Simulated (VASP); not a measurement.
Fe:

```
Fe
1.0
    -1.47130    1.47130    1.47130
     1.47130   -1.47130    1.47130
     1.47130    1.47130   -1.47130
Fe
1
Direct
  0.00000 0.00000 0.00000
```

Program: VASP 6.6.1. Alike in all runs: task single point; potentials or basis VASP PAW PBE potentials, release 64 (Fe); spin collinear, ferromagnetic start; cell as given; cutoff (eV) 520; smearing fermi-dirac 0.05 eV.

Question: Order these runs on this cell by their pressure, lowest first.
A. level PBEsol; k mesh 13 × 13 × 13
B. level PBE; k mesh 13 × 13 × 13
C. level PBEsol-based screened hybrid; k mesh 7 × 7 × 7; grid for exact exchange (PRECFOCK) Normal; share of exact exchange 0.25; screening parameter 0.207 1/Å
D. level PBEsol+D4; k mesh 13 × 13 × 13

Answer: D (-22.7 GPa), A (-20.5 GPa), B (-12.9 GPa), C (-10.1 GPa).

Caveats: some runs use coarse meshes; the PAW data sets were made with another functional, which shifts forces and pressure a little (some runs); pairwise dispersion overbinds metals, which lowers pressure and volume (some runs).
